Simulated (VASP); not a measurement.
# TaN (P-6m2) in VASP: a series of runs

TaN is run at these levels: BLYP, r2SCAN, LDA, PBE, PBEsol; tasks: single point, relaxation of cell and atoms.

Everything below comes from runs of VASP 6.6.1. Logs are shortened: lines on timing, memory, paths and dates and some standing lists are left out, and cuts for length are marked.

### Step 1. The cell of the first run

Symmetry: P-6m2, No. 187, hexagonal system. Conventional cell: a = 2.983 Å, b = 2.983 Å, c = 2.928 Å, α = 90.00°, β = 90.00°, γ = 120.00°. Within 3.0 Å of Ta (site symmetry -6m2) lie 6 N at 2.26 Å and 8 Ta at 2.93 to 2.98 Å. Within 3.0 Å of N (site symmetry -6m2) lie 6 Ta at 2.26 Å and 8 N at 2.93 to 2.98 Å.

### Step 2. Single point, BLYP

INCAR reads:

```
SYSTEM = TaN
PREC = Accurate ; ENCUT = 520
EDIFF = 1E-6 ; ISMEAR = -1
SIGMA = 0.05 ; LREAL = .FALSE.
LASPH = .TRUE. ; NELM = 60
ALGO = Normal ; ISIF = 2
LWAVE = .FALSE. ; LCHARG = .FALSE.
GGA = B5 ; ALDAX = 1.0
AGGAX = 1.0 ; AGGAC = 1.0
ALDAC = 0.0 ; NBANDS = 15
```

KPOINTS reads:

```
regular mesh
0
G
  10 10 9
  0 0 0
```

POSCAR reads:

```
TaN
1.0
    2.9833932958     -0.0000000029      0.0000000000
   -1.4916966454      2.5836943851      0.0000000000
    0.0000000000      0.0000000000      2.9282719975
Ta N
1 1
Direct
    0.3333333333      0.6666666667      0.5000000000
    0.0000000000      0.0000000000      0.0000000000
```

Potentials or basis: VASP PAW PBE potentials, release 64 (Ta_pv, N).

On the command line:

```console
> cat potpaw_PBE.64/Ta_pv/POTCAR potpaw_PBE.64/N/POTCAR > POTCAR
> mpirun -np 1 vasp_std > vasp.out
```

OUTCAR:

```text
SYSTEM = TaN
   PREC = Accurate
   ENCUT = 520
   EDIFF = 1E-6
   ISMEAR = -1
   LREAL = .FALSE.
   LASPH = .TRUE.
   NELM = 60
   ISIF = 2
   GGA = B5

 ion  position               nearest neighbor table
   1  0.333  0.667  0.500-   2 2.26   2 2.26   2 2.26   2 2.26   2 2.26   2 2.26
   2  0.000  0.000  0.000-   1 2.26   1 2.26   1 2.26   1 2.26   1 2.26   1 2.26

  LATTYP: Found a hexagonal cell.
 ALAT       =     2.9833932958
 C/A-ratio  =     0.9815239585

  Lattice vectors:

 A1 = (   2.9833932958,  -0.0000000029,   0.0000000000)
 A2 = (  -1.4916966454,   2.5836943851,   0.0000000000)
 A3 = (   0.0000000000,   0.0000000000,   2.9282719975)

Analysis of symmetry for initial positions (statically):
=====================================================================
 Subroutine PRICEL returns:
 Original cell was already a primitive cell.

 Routine SETGRP: Setting up the symmetry group for a
 hexagonal supercell.

 Subroutine GETGRP returns: Found 12 space group operations
 (whereof 12 operations were pure point group operations)
 out of a pool of 24 trial point group operations.

The static configuration has the point symmetry D_3h.

Analysis of symmetry for dynamics (positions and initial velocities):
=====================================================================
 Subroutine PRICEL returns:
 Original cell was already a primitive cell.

 Routine SETGRP: Setting up the symmetry group for a
 hexagonal supercell.

 Subroutine GETGRP returns: Found 12 space group operations
 (whereof 12 operations were pure point group operations)
 out of a pool of 24 trial point group operations.

The dynamic configuration has the point symmetry D_3h.

 Subroutine INISYM returns: Found 12 space group operations
 (whereof 12 operations are pure point group operations),
 and found     1 'primitive' translations

----------------------------------------------------------------------------------------

                                     Primitive cell

  volume of cell :      22.5716

  direct lattice vectors                    reciprocal lattice vectors
     2.983393296 -0.000000003  0.000000000     0.335188794  0.193521340  0.000000000
    -1.491696645  2.583694385  0.000000000     0.000000000  0.387042681  0.000000000
     0.000000000  0.000000000  2.928271998     0.000000000  0.000000000  0.341498331

  length of vectors
     2.983393296  2.983393296  2.928271998     0.387042681  0.387042681  0.341498331

  position of ions in fractional coordinates (direct lattice)
     0.333333333  0.666666667  0.500000000
     0.000000000  0.000000000  0.000000000

  ion indices of the primitive-cell ions
   primitive index   ion index
                 1           1
                 2           2

----------------------------------------------------------------------------------------

 KPOINTS: regular mesh

Automatic generation of k-mesh.
 Grid dimensions read from file:
 generate k-points for:   10   10    9

 Generating k-lattice:

  Cartesian coordinates                     Fractional coordinates (reciprocal lattice)
     0.033518879  0.019352134  0.000000000     0.100000000  0.000000000  0.000000000
     0.000000000  0.038704268  0.000000000    -0.000000000  0.100000000  0.000000000
     0.000000000  0.000000000  0.037944259     0.000000000  0.000000000  0.111111111

  Length of vectors
     0.038704268  0.038704268  0.037944259

  Shift w.r.t. Gamma in fractional coordinates (k-lattice)
     0.000000000  0.000000000  0.000000000

 Subroutine IBZKPT returns following result:
 ===========================================

 Found     70 irreducible k-points:

 Following reciprocal coordinates:
            Coordinates               Weight
  0.000000  0.000000  0.000000      1.000000
  0.100000 -0.000000  0.000000      6.000000
  0.200000 -0.000000  0.000000      6.000000
  0.300000  0.000000  0.000000      6.000000
  0.400000  0.000000  0.000000      6.000000
  0.500000  0.000000  0.000000      3.000000
[... 16 lines left out ...]
  0.300000  0.100000  0.111111     24.000000
  0.400000  0.100000  0.111111     24.000000
 [... further k-points ...]
   k-points           NKPTS =     70   k-points in BZ     NKDIM =     70   number of bands    NBANDS=     15
   number of dos      NEDOS =    301   number of ions     NIONS =      2
   total plane-waves  NPLWV =  13824
   dimension x,y,z NGX =    24 NGY =   24 NGZ =   24
   dimension x,y,z NGXF=    48 NGYF=   48 NGZF=   48
   ions per type =               1   1
   NGX,Y,Z   is equivalent  to a cutoff of  13.37, 13.37, 13.63 a.u.
   NGXF,Y,Z  is equivalent  to a cutoff of  26.75, 26.75, 27.25 a.u.
 SYSTEM =  TaN
   PREC   = accura    normal or accurate (medium, high low for compatibility)
   ISTART =      0    job   : 0-new  1-cont  2-samecut
   ICHARG =      2    charge: 1-file 2-atom 10-const
   ISPIN  =      1    spin polarized calculation?
   LNONCOLLINEAR =      F non collinear calculations
   LSORBIT =      F    spin-orbit coupling
   LASPH  =      T    aspherical Exc in radial PAW
   ENCUT  =  520.0 eV  38.22 Ry    6.18 a.u.   5.55  5.55  5.44*2*pi/ulx,y,z
   NELM   =     60;   NELMIN=  2; NELMDL= -5     # of ELM steps
   EDIFF  = 0.1E-05   stopping-criterion for ELM
   LREAL  =      F    real-space projection
   EDIFFG = 0.1E-04   stopping-criterion for IOM
   NSW    =      0    number of steps for IOM
   IBRION =     -1    ionic relax: 0-MD 1-quasi-New 2-CG
   NFREE  =      0    steps in history (QN), initial steepest desc. (CG)
   ISIF   =      2    stress and relaxation
   ISYM   =      2    0-nonsym 1-usesym 2-fastsym
   POTIM  = 0.5000    time-step for ionic-motion
   TEBEG  =    0.0;   TEEND  =   0.0 temperature during run
   PSTRESS=    0.0 pullay stress
   NELECT =      16.0000    total number of electrons
   NUPDOWN=      -1.0000    fix difference up-down
   EMIN   =  10.00;   EMAX   =-10.00  energy-range for DOS
   EFERMI =   0.00;   METHOD = LEGACY
   ISMEAR =    -1;   SIGMA  =   0.05  broadening in eV -4-tet -1-fermi 0-gaus
   EFERMI_NEDOS =   21; number of points for ismear=-14 and -15
   IALGO  =     38    algorithm
   IMIX   =      4    mixing-type and parameters
     AMIX     =   0.40;   BMIX     =  1.00
     AMIX_MAG =   1.60;   BMIX_MAG =  1.00
  volume/ion in A,a.u.               =      11.29        76.16
  Fermi-wavevector in a.u.,A,eV,Ry     =   1.459689  2.758413 28.989842  2.130693
  Thomas-Fermi vector in A             =   2.576227
   LORBIT       =      0    0 simple, 1 ext, 2 COOP (PROOUT), +10 PAW based schemes
   GGA     = B5    functional components
   LHFCALC =     F    Hartree Fock is set to
   AEXX    =    0.0000 exact exchange contribution
   IVDW    =     0    specifies the selected vdW correction
   LEPSILON=     F    determine dielectric tensor
   LRPA    =     F    only Hartree local field effects (RPA)
 non-spin polarized calculation
  energy-cutoff  :      520.00
  volume of cell :       22.57
 maximum number of plane-waves:       623
 NGX is ok and might be reduce to    24
   NGX = 11   NGY = 11   NGZ = 11

 number of electron      16.0000000 magnetization

 Free energy of the ion-electron system (eV)
  ---------------------------------------------------
  ext. energy  EPLUGINS =         0.00000000
  ---------------------------------------------------
  free energy    TOTEN  =       -20.49217868 eV

  energy without entropy =      -20.49182710  energy(sigma->0) =      -20.49200289

 E-fermi :   8.3031     XC(G=0): -12.4074

 val. band max:        8.1875091767   @ k =   0.0000   0.0000   0.4444
 cond. band min:       8.4694973687   @ k =   0.0000   0.0000   0.3333
 fundamental gap:      0.2819881919
 Fermi energy:         8.3030992458

 k-point     1 :       0.0000    0.0000    0.0000
  band No.  band energies     occupation
      1     -26.6319      2.00000
      2     -26.3889      2.00000
      3     -26.3889      2.00000
      4      -9.0303      2.00000
      5       3.9095      2.00000
      6       3.9095      2.00000
      7       4.3176      2.00000
      8       5.4219      2.00000
      9      10.3482      0.00000
     10      11.5771      0.00000
     11      11.5771      0.00000
     12      11.9351      0.00000
     13      11.9351      0.00000
     14      20.7389      0.00000
     15      21.5600      0.00000

 k-point     2 :       0.1000   -0.0000    0.0000
  band No.  band energies     occupation
      1     -26.6206      2.00000
      2     -26.4787      2.00000
      3     -26.4084      2.00000
      4      -8.8461      2.00000
      5       3.3677      2.00000
      6       4.0528      2.00000
      7       4.5697      2.00000
      8       5.1526      2.00000
      9      10.9305      0.00000
     10      11.3002      0.00000
     11      11.6134      0.00000
     12      11.8416      0.00000
     13      12.1873      0.00000
     14      20.7409      0.00000
     15      21.5028      0.00000

 k-point     3 :       0.2000   -0.0000    0.0000
  band No.  band energies     occupation
      1     -26.7076      2.00000
      2     -26.5908      2.00000
      3     -26.4591      2.00000
      4      -8.3558      2.00000
      5       2.3089      2.00000
      6       4.4134      2.00000
      7       4.5422      2.00000
      8       5.1117      2.00000
      9      10.4584      0.00000
     10      11.6064      0.00000
     11      11.7922      0.00000
     12      12.5120      0.00000
     13      12.6884      0.00000
     14      20.7465      0.00000
     15      21.4568      0.00000
[... 343 lines left out ...]
 k-point    23 :       0.3000    0.1000    0.1111
  band No.  band energies     occupation
      1     -27.0753      2.00000
      2     -26.6192      2.00000
      3     -26.5848      2.00000
      4      -7.3014      2.00000
      5       1.0830      2.00000
      6       3.2651      2.00000
      7       4.4317      2.00000
      8       6.1284      2.00000
      9      10.0601      0.00000
     10      11.3471      0.00000
     11      12.4909      0.00000
     12      13.4449      0.00000
     13      15.6141      0.00000
     14      20.7218      0.00000
     15      21.1724      0.00000

 k-point    24 :       0.4000    0.1000    0.1111
  band No.  band energies     occupation
      1     -27.2084      2.00000
      2     -26.6290      2.00000
      3     -26.5960      2.00000
      4      -6.9657      2.00000
      5       0.6525      2.00000
      6       3.1346      2.00000
      7       4.2991      2.00000
      8       6.1222      2.00000
      9      10.6794      0.00000
     10      11.5818      0.00000
     11      12.4830      0.00000
     12      13.6740      0.00000
     13      16.9227      0.00000
     14      19.5854      0.00000
     15      20.7984      0.00000

 [... further k-points ...]
[... 5 lines left out ...]
  --------------------------------------------------------------------------------------
  -------------------------------------------------------------------------------------
  Total        0.2362935      0.2362935      0.2607748     -0.0000000     -0.0000000      0.0000000
  in kB       16.7725562     16.7725562     18.5102864     -0.0000000     -0.0000000      0.0000000
  external PRESSURE =      17.3517996 kB  Pullay stress =       0.0000000 kB

 VOLUME and BASIS-vectors are now :
 -----------------------------------------------------------------------------
  energy-cutoff  :      520.00
  volume of cell :       22.57
      direct lattice vectors                 reciprocal lattice vectors
     2.983393296 -0.000000003  0.000000000     0.335188794  0.193521340  0.000000000
    -1.491696645  2.583694385  0.000000000     0.000000000  0.387042681  0.000000000
     0.000000000  0.000000000  2.928271998     0.000000000  0.000000000  0.341498331

 POSITION                                       TOTAL-FORCE (eV/Angst)
 -----------------------------------------------------------------------------------
      0.00000      1.72246      1.46414         0.000000      0.000000      0.000000
      0.00000      0.00000      0.00000        -0.000000      0.000000      0.000000
 -----------------------------------------------------------------------------------
    total drift:                                0.000000     -0.000000     -0.000000

  FREE ENERGIE OF THE ION-ELECTRON SYSTEM (eV)
  ---------------------------------------------------
  free  energy   TOTEN  =       -20.4921786753 eV

  energy  without entropy=      -20.4918270986  energy(sigma->0) =      -20.49200289
```

It took 12 s on 1 thread of Intel Xeon 6975P-C (Granite Rapids), shared host; peak memory 0.15 GiB.

What came out:

```yaml
Free_energy: -20.4922 eV
Pressure: 1.7 GPa
Band_gap_on_the_k_mesh: zero (band 8 reaches 8.47 eV, above the bottom of band 9 at 8.19 eV)
```

Stress tensor (GPa, compression positive):
```
1.68 0.00 0.00
0.00 1.68 0.00
0.00 0.00 1.85
```

Levels at points of the mesh, in eV from the Fermi level:
```tsv
k point	band 6	band 7	band 8	band 9	band 10	band 11
(0.00, 0.00, 0.00)	-4.39	-3.99	-2.88	2.05	3.27	3.27
(0.50, 0.00, 0.00)	-4.99	-3.27	-3.10	2.74	3.63	4.82
```

Caveat: the PAW data sets were made with another functional, which shifts forces and pressure a little; spin-orbit coupling is left out, which moves the levels of the heavy elements.

### Step 3. Single point, r2SCAN

This run uses another cell than the first one, of 10.77 Å³/atom, 0.954 times its volume.

POSCAR reads:

```
TaN
1.0
    2.9363029744     -0.0000000029      0.0000000000
   -1.4681514847      2.5429129705      0.0000000000
    0.0000000000      0.0000000000      2.8843441302
Ta N
1 1
Direct
    0.3333333333      0.6666666667      0.5000000000
    0.0000000000      0.0000000000      0.0000000000
```

INCAR.step1 reads:

```
  PREC = Accurate
  ENCUT = 520
  ISMEAR = -1
  SIGMA = 0.05
  LREAL = False
  LASPH = True
  NELM = 100
  NBANDS = 15
  GGA = PE
  ALGO = Normal
  EDIFF = 1E-4
  LWAVE = True
  LCHARG = False
```

INCAR.step2 reads:

```
  PREC = Accurate
  ENCUT = 520
  EDIFF = 1E-6
  ISMEAR = -1
  SIGMA = 0.05
  LREAL = False
  LASPH = True
  NELM = 100
  ALGO = Normal
  ISIF = 2
  LWAVE = False
  LCHARG = True
  METAGGA = R2SCAN
  LMIXTAU = True
  LELF = True
  LVHAR = True
  NBANDS = 15
  ISTART = 1
```

KPOINTS reads:

```
Automatic mesh
0
Gamma
  10 10 9
```

Potentials or basis: VASP PAW PBE potentials, release 64 (Ta_pv, N).

On the command line:

```console
> cat potpaw_PBE.64/Ta_pv/POTCAR potpaw_PBE.64/N/POTCAR > POTCAR
> cp INCAR.step1 INCAR
> mpirun -np 1 vasp_std > vasp.out
> cp INCAR.step2 INCAR
> mpirun -np 1 vasp_std > vasp.out
```

Run time: 31 s. Hardware: 1 thread of Intel Xeon 6975P-C (Granite Rapids), shared host; peak memory 0.15 GiB.

Results (log left out):

```yaml
Free_energy: -60.3963 eV
Pressure: 1.6 GPa
Band_gap_on_the_k_mesh: zero (band 8 reaches 8.51 eV, above the bottom of band 9 at 8.17 eV)
```

Stress tensor (GPa, compression positive):
```
1.53 0.00 0.00
0.00 1.53 0.00
0.00 0.00 1.75
```

Levels at points of the mesh, in eV from the Fermi level:
| k point | band 6 | band 7 | band 8 | band 9 | band 10 | band 11 |
| --- | --- | --- | --- | --- | --- | --- |
| (0.00, 0.00, 0.00) | -4.90 | -4.48 | -3.23 | 2.42 | 3.67 | 3.67 |
| (0.50, 0.00, 0.00) | -5.55 | -3.69 | -3.49 | 3.13 | 4.08 | 5.38 |

Caveat: the PAW data sets were made with another functional, which shifts forces and pressure a little; spin-orbit coupling is left out, which moves the levels of the heavy elements.

### Step 4. Relaxation of cell and atoms, LDA

This run uses another cell than the first one, of 10.78 Å³/atom, 0.955 times its volume.

INCAR reads:

```
  PREC = Accurate
  ENCUT = 600
  EDIFF = 1E-6
  ISMEAR = -1
  SIGMA = 0.05
  LREAL = F
  LASPH = T
  NELM = 60
  ALGO = Normal
  ISIF = 3
  LWAVE = F
  LCHARG = F
  GGA = CA
  IBRION = 2
  NSW = 60
  EDIFFG = -0.01
```

KPOINTS is that of step 3.

POSCAR reads:

```
TaN
1.0
    2.9380011100      0.0000000000      0.0000000000
   -1.4690005500      2.5443836000      0.0000000000
    0.0000000000      0.0000000000      2.8830022100
Ta N
1 1
Direct
    0.3333333333      0.6666666667      0.5000000000
    0.0000000000      0.0000000000      0.0000000000
```

Potentials or basis: VASP PAW LDA potentials, release 64 (Ta_pv, N).

On the command line:

```console
> cat potpaw_LDA.64/Ta_pv/POTCAR potpaw_LDA.64/N/POTCAR > POTCAR
> mpirun -np 1 vasp_std > vasp.out
```

Run time: 21 s. Hardware: 1 thread of Intel Xeon 6975P-C (Granite Rapids), shared host; peak memory 0.15 GiB.

The run converged. Its results:

* Free energy: -24.7201 eV
* Relaxed volume: 10.49 Å³/atom
* Relaxed cell: a = 2.912 Å, b = 2.912 Å, c = 2.856 Å, α = 90.00°, β = 90.00°, γ = 120.00°
* Space group after relaxing (to 0.05 Å): P-6m2 (No. 187)
* Energy gained by relaxing: 9.2 meV/atom
* Ionic steps: 7
* Pressure after relaxing: -0.1 GPa
* Band gap on the k mesh: zero (band 8 reaches 8.59 eV, above the bottom of band 9 at 8.30 eV)

Step by step:
```csv
step,energy change (eV),largest force (eV/Å),pressure (GPa),volume (Å³)
1,0.0000,0.0000,-9.85,21.55
2,0.1130,0.0000,31.31,19.55
3,-0.0183,0.0000,-0.33,20.99
4,-0.0183,0.0000,-0.04,20.97
5,-0.0183,0.0000,0.17,20.96
6,-0.0183,0.0000,-0.40,20.99
7,-0.0184,0.0000,-0.08,20.97
```

Final structure:
```cif
data_structure
_symmetry_space_group_name_H-M 'P 1'
_symmetry_Int_Tables_number 1
_cell_length_a 2.9120
_cell_length_b 2.9120
_cell_length_c 2.8561
_cell_angle_alpha 90.000
_cell_angle_beta 90.000
_cell_angle_gamma 120.000
_cell_volume 20.97
loop_
_atom_site_label
_atom_site_type_symbol
_atom_site_fract_x
_atom_site_fract_y
_atom_site_fract_z
_atom_site_occupancy
Ta1 Ta 0.33333 0.66667 0.50000 1
N1 N 0.00000 0.00000 0.00000 1
```

Levels at points of the mesh, in eV from the Fermi level:
```
           k point  band 6  band 7  band 8  band 9  band 10  band 11
(0.00, 0.00, 0.00)   -4.70   -4.36   -2.93    2.54     3.68     3.68
(0.50, 0.00, 0.00)   -5.35   -3.62   -3.21    3.02     4.16     5.31
```

Caveat: spin-orbit coupling is left out, which moves the levels of the heavy elements.

[end of part 1 of 2]
